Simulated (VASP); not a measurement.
A run of VASP 6.6.1 is set up as follows.

File INCAR:

```
PREC = Accurate
ENCUT = 520
EDIFF = 1E-6
ISMEAR = -1
SIGMA = 0.05
LREAL = F
LASPH = T
NELM = 150
ALGO = Normal
ISIF = 2
LWAVE = F
LCHARG = F
ISPIN = 2
MAGMOM = 0.4
LORBIT = 11
LMAXMIX = 4
LDAU = T
LDAUTYPE = 2
LDAUL = 2
LDAUU = 5.3
LDAUJ = 0
LDAUPRINT = 1
GGA = PE
NBANDS = 14
```

Contents of KPOINTS:

```
Automatic mesh
0
Gamma
  12 12 12
```

File POSCAR:

```
Fe
1.0
   -1.4304000000      1.4304000000      1.4304000000
    1.4304000000     -1.4304000000      1.4304000000
    1.4304000000      1.4304000000     -1.4304000000
Fe
1
Direct
    0.0000000000      0.0000000000      0.0000000000
```

Potentials or basis: VASP PAW PBE potentials, release 64 (Fe).

Launch:

```sh
$ cat potpaw_PBE.64/Fe/POTCAR > POTCAR
$ mpirun -np 1 vasp_std > vasp.out
```

What does it give for the site moments?

Fe +2.98 μB.

What does it give for the pressure?

16.1 GPa.

Estimate the net moment.

2.84 μB per cell.

Eigenvalues of the final occupation matrices:
```
    site  spin  trace               eigenvalues
site 1 d     1   4.71  0.94 0.94 0.94 0.95 0.95
site 1 d     2   1.55  0.18 0.18 0.39 0.39 0.39
```

Caveat: the U is typed as a test and isn't derived for this compound. The state reached can hang on the start; a lower one may exist.
